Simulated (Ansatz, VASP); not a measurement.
**One calculation of Al2BN3, two programs**

The input INCAR:

```
PREC = Accurate ; ENCUT = 600
EDIFF = 1E-6 ; ISMEAR = 0
SIGMA = 0.02 ; LREAL = F
LASPH = T ; NELM = 60
ALGO = Normal ; ISIF = 3
LWAVE = F ; LCHARG = F
GGA = PE ; IBRION = 2
NSW = 100 ; EDIFFG = -0.01
```

Contents of KPOINTS:

```
regular mesh
0
Gamma
  12 12 4
```

File POSCAR:

```
Al2BN3
1.0
    2.9590951862      0.0000000000      0.0000000000
   -1.4795475931      2.5626516035      0.0000000000
    0.0000000000      0.0000000000      7.2336463702
Al B N
2 1 3
Direct
    0.0000000000      0.0000000000      0.0136999577
    0.3333333333      0.6666666667      0.6562398898
    0.6666666667      0.3333333333      0.3208230510
    0.0000000000      0.0000000000      0.7545453086
    0.3333333333      0.6666666667      0.3944210214
    0.6666666667      0.3333333333      0.1102707714
```

Input for Ansatz:

```yaml
crystal:
  lattice:
    - [2.9590951862, 0.0, 0.0]
    - [-1.4795475931, 2.5626516035, 0.0]
    - [0.0, 0.0, 7.2336463702]
  atoms:
    - { symbol: Al, position: [0.0, 0.0, 0.0136999577] }
    - { symbol: Al, position: [0.3333333333, 0.6666666667, 0.6562398898] }
    - { symbol: B, position: [0.6666666667, 0.3333333333, 0.320823051] }
    - { symbol: "N", position: [0.0, 0.0, 0.7545453086] }
    - { symbol: "N", position: [0.3333333333, 0.6666666667, 0.3944210214] }
    - { symbol: "N", position: [0.6666666667, 0.3333333333, 0.1102707714] }
basis:
  ecutwfc: 420
kpoints:
  mp_grid: { grid: [12, 12, 4] }
hamiltonian:
  xc: pbe
scf:
  occupations: { method: gaussian, width: 0.02 }
output:
  forces: true
  stress: true
  eigenvalues: true
  write_density: true
  write_potential: true
  elf: true
  volumetric_format: npy
relax:
  adjacent_minimum: "off"
  f_tol: 0.01
  max_steps: 80
  cell: { stress_tol: 0.05 }
```

Alike in both runs: task relaxation of cell and atoms; functional PBE; k mesh 12 × 12 × 4; occupations gaussian, width 0.02 eV; no spin polarisation.

```csv
,VASP,Ansatz
version,VASP 6.6.1,Ansatz 0.2.0
potentials or method,"VASP PAW PBE potentials, release 64 (Al, B, N), cutoff 600 eV","scalar-relativistic, plane waves, PAW"
valence electrons in the cell,24,24
```

|  | VASP | Ansatz | Ansatz less VASP |
| --- | --- | --- | --- |
| gap on the k mesh at the Fermi level, each at its own relaxed structure (eV) | 3.10 | 3.10 | +0.004 |
| relaxed volume (Å³/atom) | 9.13 | 9.14 | +0.014 |
| relaxed cell length with the largest relative difference (Å) | 7.229 | 7.234 | +0.0042 |
